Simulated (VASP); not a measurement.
# VO2 (P4_2/mnm) in VASP: single point with PBE+U

Aim: the single point of VO2 with PBE+U.

Everything below comes from runs of VASP 6.6.1. Logs are shortened: lines on timing, memory, paths and dates and some standing lists are left out, and cuts for length are marked.

### 1 The cell of the first run

Symmetry: P4_2/mnm, No. 136, tetragonal system. Conventional cell: a = 4.489 Å, b = 4.489 Å, c = 3.030 Å, α = 90.00°, β = 90.00°, γ = 90.00°. Within 2.5 Å of V (site symmetry mmm) lie 6 O at 1.90 to 1.98 Å. Within 2.6 Å of O (site symmetry m2m) lie 3 V at 1.90 to 1.98 Å and 1 O at 2.55 Å.

### 2 Single point, PBE+U, collinear spin, ferromagnetic start

File INCAR:

```
PREC = Accurate
ENCUT = 600
EDIFF = 1E-6
ISMEAR = 0
SIGMA = 0.02
LREAL = F
LASPH = T
NELM = 200
ALGO = Normal
ISIF = 2
LWAVE = F
LCHARG = F
ISPIN = 2
MAGMOM = -0.95 -0.95 0 0 0 0
LORBIT = 11
LMAXMIX = 4
LDAU = T
LDAUTYPE = 2
LDAUL = 2 -1
LDAUU = 3.25 0
LDAUJ = 0 0
LDAUPRINT = 1
GGA = PE
NBANDS = 38
GGA_COMPAT = F
```

File KPOINTS:

```
regular mesh
0
Gamma
  6 6 10
```

File POSCAR:

```
VO2
1.0
    4.4890667295      0.0000000000      0.0000000000
    0.0000000000      4.4890667295      0.0000000000
    0.0000000000      0.0000000000      3.0296955451
V O
2 4
Direct
    0.0000000000      0.0000000000      0.0000000000
    0.5000000000      0.5000000000      0.5000000000
    0.2989531790      0.2989531790      0.0000000000
    0.7010468210      0.7010468210      0.0000000000
    0.7989531790      0.2010468210      0.5000000000
    0.2010468210      0.7989531790      0.5000000000
```

Potentials or basis: VASP PAW PBE potentials, release 64 (V_sv, O).

Run with:

```
cat potpaw_PBE.64/V_sv/POTCAR potpaw_PBE.64/O/POTCAR > POTCAR
mpirun -np 1 vasp_std > vasp.out
```

OUTCAR:

```text
PREC = Accurate
   ENCUT = 600
   EDIFF = 1E-6
   ISMEAR = 0
   LREAL = F
   LASPH = T
   NELM = 200
   ISIF = 2
   ISPIN = 2
   LORBIT = 11
   GGA = PE

 ion  position               nearest neighbor table
   1  0.000  0.000  0.000-   3 1.90   4 1.90   5 1.98   6 1.98   5 1.98   6 1.98
   2  0.500  0.500  0.500-   5 1.90   6 1.90   3 1.98   4 1.98   3 1.98   4 1.98
   3  0.299  0.299  0.000-   1 1.90   2 1.98   2 1.98
   4  0.701  0.701  0.000-   1 1.90   2 1.98   2 1.98
   5  0.799  0.201  0.500-   2 1.90   1 1.98   1 1.98
   6  0.201  0.799  0.500-   2 1.90   1 1.98   1 1.98

  LATTYP: Found a simple tetragonal cell.
 ALAT       =     4.4890667295
 C/A-ratio  =     0.6749054375

  Lattice vectors:

 A1 = (   4.4890667295,   0.0000000000,   0.0000000000)
 A2 = (   0.0000000000,   4.4890667295,   0.0000000000)
 A3 = (   0.0000000000,   0.0000000000,   3.0296955451)

Analysis of symmetry for initial positions (statically):
=====================================================================
 Subroutine PRICEL returns:
 Original cell was already a primitive cell.

 Routine SETGRP: Setting up the symmetry group for a
 simple tetragonal supercell.

 Subroutine GETGRP returns: Found 16 space group operations
 (whereof  8 operations were pure point group operations)
 out of a pool of 16 trial point group operations.

The static configuration has the point symmetry D_2h.
 The point group associated with its full space group is D_4h.

Analysis of symmetry for dynamics (positions and initial velocities):
=====================================================================
 Subroutine PRICEL returns:
 Original cell was already a primitive cell.

 Routine SETGRP: Setting up the symmetry group for a
 simple tetragonal supercell.

 Subroutine GETGRP returns: Found 16 space group operations
 (whereof  8 operations were pure point group operations)
 out of a pool of 16 trial point group operations.

The dynamic configuration has the point symmetry D_2h.
 The point group associated with its full space group is D_4h.

Analysis of structural, dynamic, and magnetic symmetry:
=====================================================================
 Subroutine PRICEL returns:
 Original cell was already a primitive cell.

 Routine SETGRP: Setting up the symmetry group for a
 simple tetragonal supercell.

 Subroutine GETGRP returns: Found 16 space group operations
 (whereof  8 operations were pure point group operations)
 out of a pool of 16 trial point group operations.

The overall configuration has the point symmetry D_2h.
 The point group associated with its full space group is D_4h.

 Subroutine INISYM returns: Found 16 space group operations
 (whereof  8 operations are pure point group operations),
 and found     1 'primitive' translations

----------------------------------------------------------------------------------------

                                     Primitive cell

  volume of cell :      61.0536

[... 159 lines left out ...]
 occupancies and eigenvectors

  o =  0.0545  v = -0.5500  0.0000 -0.8352  0.0000  0.0000  0.0000  0.0000  0.0000  0.0000  0.0000      0.0000  0.0000  0.0000  0.0000  0.0000  0.0000  0.0000  0.0000  0.0000  0.0000
  o =  0.1101  v = -0.0000 -0.7071 -0.0000 -0.7071 -0.0000  0.0000  0.0000  0.0000  0.0000  0.0000      0.0000  0.0000  0.0000  0.0000  0.0000  0.0000  0.0000  0.0000  0.0000  0.0000
  o =  0.1268  v = -0.0000  0.0000 -0.0000  0.0000 -1.0000  0.0000  0.0000  0.0000  0.0000  0.0000      0.0000  0.0000  0.0000  0.0000  0.0000  0.0000  0.0000  0.0000  0.0000  0.0000
  o =  0.1449  v =  0.0000  0.0000  0.0000  0.0000  0.0000 -0.0000  0.7071  0.0000  0.7071 -0.0000      0.0000  0.0000  0.0000  0.0000  0.0000  0.0000  0.0000  0.0000  0.0000  0.0000
  o =  0.1729  v =  0.0000  0.0000  0.0000  0.0000  0.0000  0.0000 -0.0000 -0.0000  0.0000  1.0000      0.0000  0.0000  0.0000  0.0000  0.0000  0.0000  0.0000  0.0000  0.0000  0.0000
  o =  0.2630  v = -0.0000 -0.7071 -0.0000  0.7071 -0.0000  0.0000  0.0000  0.0000  0.0000  0.0000      0.0000  0.0000  0.0000  0.0000  0.0000  0.0000  0.0000  0.0000  0.0000  0.0000
  o =  0.2845  v =  0.0000  0.0000  0.0000  0.0000  0.0000  0.0000 -0.7071 -0.0000  0.7071 -0.0000      0.0000  0.0000  0.0000  0.0000  0.0000  0.0000  0.0000  0.0000  0.0000  0.0000
  o =  0.3066  v = -0.8352  0.0000  0.5500 -0.0000  0.0000  0.0000  0.0000  0.0000  0.0000  0.0000      0.0000  0.0000  0.0000  0.0000  0.0000  0.0000  0.0000  0.0000  0.0000  0.0000
  o =  0.3788  v =  0.0000  0.0000  0.0000  0.0000  0.0000 -0.8407 -0.0000  0.5414  0.0000  0.0000      0.0000  0.0000  0.0000  0.0000  0.0000  0.0000  0.0000  0.0000  0.0000  0.0000
  o =  0.9275  v =  0.0000  0.0000  0.0000  0.0000  0.0000 -0.5414  0.0000 -0.8407 -0.0000 -0.0000      0.0000  0.0000  0.0000  0.0000  0.0000  0.0000  0.0000  0.0000  0.0000  0.0000

atom =   2  type =  1  l = 2

 onsite density matrix

spin component  1

  0.2304  0.0000  0.1158  0.0000  0.0000
  0.0000  0.1865  0.0000  0.0765  0.0000
  0.1158  0.0000  0.1308  0.0000  0.0000
  0.0000  0.0765  0.0000  0.1865  0.0000
  0.0000  0.0000  0.0000  0.0000  0.1268

spin component  2

  0.5396  0.0000 -0.2498  0.0000  0.0000
  0.0000  0.2147  0.0000  0.0698  0.0000
 -0.2498  0.0000  0.7666  0.0000  0.0000
  0.0000  0.0698  0.0000  0.2147  0.0000
  0.0000  0.0000  0.0000  0.0000  0.1729

 occupancies and eigenvectors

  o =  0.0545  v = -0.5500  0.0000  0.8352  0.0000 -0.0000  0.0000  0.0000  0.0000  0.0000  0.0000      0.0000  0.0000  0.0000  0.0000  0.0000  0.0000  0.0000  0.0000  0.0000  0.0000
  o =  0.1101  v =  0.0000  0.7071  0.0000 -0.7071  0.0000  0.0000  0.0000  0.0000  0.0000  0.0000      0.0000  0.0000  0.0000  0.0000  0.0000  0.0000  0.0000  0.0000  0.0000  0.0000
  o =  0.1268  v = -0.0000 -0.0000  0.0000  0.0000  1.0000  0.0000  0.0000  0.0000  0.0000  0.0000      0.0000  0.0000  0.0000  0.0000  0.0000  0.0000  0.0000  0.0000  0.0000  0.0000
  o =  0.1449  v =  0.0000  0.0000  0.0000  0.0000  0.0000 -0.0000  0.7071 -0.0000 -0.7071  0.0000      0.0000  0.0000  0.0000  0.0000  0.0000  0.0000  0.0000  0.0000  0.0000  0.0000
  o =  0.1729  v =  0.0000  0.0000  0.0000  0.0000  0.0000 -0.0000 -0.0000 -0.0000 -0.0000  1.0000      0.0000  0.0000  0.0000  0.0000  0.0000  0.0000  0.0000  0.0000  0.0000  0.0000
  o =  0.2630  v =  0.0000 -0.7071  0.0000 -0.7071 -0.0000  0.0000  0.0000  0.0000  0.0000  0.0000      0.0000  0.0000  0.0000  0.0000  0.0000  0.0000  0.0000  0.0000  0.0000  0.0000
  o =  0.2845  v =  0.0000  0.0000  0.0000  0.0000  0.0000  0.0000 -0.7071  0.0000 -0.7071 -0.0000      0.0000  0.0000  0.0000  0.0000  0.0000  0.0000  0.0000  0.0000  0.0000  0.0000
  o =  0.3066  v = -0.8352  0.0000 -0.5500  0.0000 -0.0000  0.0000  0.0000  0.0000  0.0000  0.0000      0.0000  0.0000  0.0000  0.0000  0.0000  0.0000  0.0000  0.0000  0.0000  0.0000
  o =  0.3788  v =  0.0000  0.0000  0.0000  0.0000  0.0000 -0.8407 -0.0000 -0.5414 -0.0000 -0.0000      0.0000  0.0000  0.0000  0.0000  0.0000  0.0000  0.0000  0.0000  0.0000  0.0000
  o =  0.9275  v =  0.0000  0.0000  0.0000  0.0000  0.0000 -0.5414  0.0000  0.8407  0.0000  0.0000      0.0000  0.0000  0.0000  0.0000  0.0000  0.0000  0.0000  0.0000  0.0000  0.0000

 number of electron      49.9999993 magnetization      -1.9999874

 Free energy of the ion-electron system (eV)
  ---------------------------------------------------
  ext. energy  EPLUGINS =         0.00000000
  ---------------------------------------------------
  free energy    TOTEN  =       -46.59091916 eV

  energy without entropy =      -46.59091916  energy(sigma->0) =      -46.59091916

 E-fermi :   5.2024     XC(G=0): -11.6050

 val. band max:        4.9588235078   @ k =   0.0000   0.0000   0.0000
 cond. band min:       5.9396727647   @ k =   0.5000   0.0000   0.5000
 fundamental gap:      0.9808492569
 Fermi energy:         5.2024478151

 spin component 1

 k-point     1 :       0.0000    0.0000    0.0000
  band No.  band energies     occupation
      1     -59.5363      1.00000
      2     -59.5269      1.00000
      3     -34.1016      1.00000
      4     -34.1016      1.00000
      5     -32.9583      1.00000
      6     -32.9346      1.00000
[... 1913 lines left out ...]
     36      15.8079      0.00000
     37      18.7003      0.00000

 [... further k-points ...]

 [bands above 37 left out]

------------------------ aborting loop because EDIFF is reached ----------------------------------------

  FORCE on cell =-STRESS in cart. coord.  units (eV):
  Direction    XX          YY          ZZ          XY          YZ          ZX
  --------------------------------------------------------------------------------------
  -------------------------------------------------------------------------------------
  Total        0.9108278      0.9108278      0.7885173      0.0000000      0.0000000      0.0000000
  in kB       23.9020828     23.9020828     20.6923911      0.0000000      0.0000000      0.0000000
  external PRESSURE =      22.8321856 kB  Pullay stress =       0.0000000 kB

 VOLUME and BASIS-vectors are now :
 -----------------------------------------------------------------------------
  energy-cutoff  :      600.00
  volume of cell :       61.05
      direct lattice vectors                 reciprocal lattice vectors
     4.489066730  0.000000000  0.000000000     0.222763452  0.000000000  0.000000000
     0.000000000  4.489066730  0.000000000     0.000000000  0.222763452  0.000000000
     0.000000000  0.000000000  3.029695545     0.000000000  0.000000000  0.330066168

 POSITION                                       TOTAL-FORCE (eV/Angst)
 -----------------------------------------------------------------------------------
      0.00000      0.00000      0.00000        -0.000000      0.000000      0.000000
      2.24453      2.24453      1.51485        -0.000000      0.000000      0.000000
      1.34202      1.34202      0.00000         0.036282      0.036282     -0.000000
      3.14705      3.14705      0.00000        -0.036282     -0.036282      0.000000
      3.58655      0.90251      1.51485         0.036282     -0.036282      0.000000
      0.90251      3.58655      1.51485        -0.036282      0.036282     -0.000000
 -----------------------------------------------------------------------------------
    total drift:                                0.000000      0.000000      0.000000

  FREE ENERGIE OF THE ION-ELECTRON SYSTEM (eV)
  ---------------------------------------------------
  free  energy   TOTEN  =       -46.5909191638 eV

  energy  without entropy=      -46.5909191638  energy(sigma->0) =      -46.59091916

 total charge

# of ion       s       p       d       tot
------------------------------------------
    1        2.281   6.323   2.738  11.342
    2        2.281   6.323   2.738  11.342
    3        1.566   3.493   0.000   5.059
    4        1.566   3.493   0.000   5.059
    5        1.566   3.493   0.000   5.059
    6        1.566   3.493   0.000   5.059
--------------------------------------------------
tot         10.825  26.618   5.477  42.920

 magnetization (x)

# of ion       s       p       d       tot
------------------------------------------
    1       -0.014  -0.013  -1.045  -1.072
    2       -0.014  -0.013  -1.045  -1.072
    3        0.002   0.048   0.000   0.050
    4        0.002   0.048   0.000   0.050
    5        0.002   0.048   0.000   0.050
    6        0.002   0.048   0.000   0.050
--------------------------------------------------
tot         -0.021   0.166  -2.090  -1.945
```

Wall time 5.3 min (1 thread of Intel Xeon Platinum 8259CL at 2.50GHz (Skylake/Cascade Lake), shared host); peak memory 0.36 GiB.

What came out:

```yaml
Free_energy: -46.5909 eV
Pressure: 2.3 GPa
Largest_force: 0.051 eV/Å
Band_gap_on_the_k_mesh: 0.98 eV (least direct gap 1.22 eV)
Net_moment: -2.00 μB per cell
Site_moments: V -1.07; O +0.05 μB
Valence_electrons_inside_the_program's_atomic_spheres: V 11.34; O 5.06
```

Forces in eV/Å, atoms in the order of the input:
```
V    0.000  0.000  0.000
V    0.000  0.000  0.000
O    0.036  0.036  0.000
O   -0.036 -0.036  0.000
O    0.036 -0.036  0.000
O   -0.036  0.036  0.000
```

Stress tensor (GPa, compression positive):
```
2.39 0.00 0.00
0.00 2.39 0.00
0.00 0.00 2.07
```

Eigenvalues of the final occupation matrices:
```
    site  spin  trace               eigenvalues
site 1 d     1   0.86  0.05 0.11 0.13 0.26 0.31
site 1 d     2   1.91  0.14 0.17 0.28 0.38 0.93
site 2 d     1   0.86  0.05 0.11 0.13 0.26 0.31
site 2 d     2   1.91  0.14 0.17 0.28 0.38 0.93
```

A k mesh can miss the band edges. The state reached can hang on the start; a lower one may exist.
